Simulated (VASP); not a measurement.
Set up this calculation in VASP 6.6.1, as the native input.

```
Task                   : single point
Functional             : r2SCAN
Potentials or basis    : VASP PAW PBE potentials, release 64 (Ga_d, Sb)
Cutoff                 : 520 eV
k mesh                 : 10 × 10 × 10
Occupations            : gaussian, width 0.02 eV
Spin                   : no spin polarisation
Dipole correction      : no
Further INCAR settings : ALGO = Normal; EDIFF = 1e-07; NBANDS = 16
```

Crystal: GaSb.

```
CELL_PARAMETERS angstrom
0.00000 2.93824 2.93824
2.93824 0.00000 2.93824
2.93824 2.93824 0.00000
ATOMIC_POSITIONS crystal
Ga 0.00000 0.00000 0.00000
Sb 0.25000 0.25000 0.25000
```

The input as run:

POSCAR

```
GaSb
1.0
    0.0000000000      2.9382409368      2.9382409368
    2.9382409368      0.0000000000      2.9382409368
    2.9382409368      2.9382409368      0.0000000000
Ga Sb
1 1
Direct
    0.0000000000      0.0000000000      0.0000000000
    0.2500000000      0.2500000000      0.2500000000
```

INCAR.step1

```
SYSTEM = GaSb
  PREC = Accurate
  ENCUT = 520
  ISMEAR = 0
  SIGMA = 0.02
  LREAL = .False.
  LASPH = .True.
  NELM = 100
  NBANDS = 16
  GGA = PE
  ALGO = Normal
  EDIFF = 1E-4
  LWAVE = .True.
  LCHARG = .False.
```

INCAR.step2

```
SYSTEM = GaSb
  PREC = Accurate
  ENCUT = 520
  EDIFF = 1E-7
  ISMEAR = 0
  SIGMA = 0.02
  LREAL = .False.
  LASPH = .True.
  NELM = 100
  ALGO = Normal
  ISIF = 2
  LWAVE = .False.
  LCHARG = .False.
  METAGGA = R2SCAN
  LMIXTAU = .True.
  NBANDS = 16
  ISTART = 1
```

KPOINTS

```
Automatic mesh
0
Gamma
  10 10 10
  0 0 0
```

Potentials or basis: VASP PAW PBE potentials, release 64 (Ga_d, Sb).

The run is started by

```sh
$ cat potpaw_PBE.64/Ga_d/POTCAR potpaw_PBE.64/Sb/POTCAR > POTCAR
$ cp INCAR.step1 INCAR
$ mpirun -np 1 vasp_std > vasp.out
$ cp INCAR.step2 INCAR
$ mpirun -np 1 vasp_std > vasp.out
```

Results of the run:

| Item | Value |
| --- | --- |
| Pressure | 9.4 GPa |
| Band gap on the k mesh | 0.88 eV (least direct gap 1.41 eV) |

Caveat: the cell stands under pressure; the PAW data sets were made with another functional, which shifts forces and pressure a little; spin-orbit coupling is left out, which moves the levels of the heavy elements.

Wall time 100 s on 1 thread of AMD EPYC 7R13 Processor (Zen 3), on a shared host, peak memory 0.18 GiB.
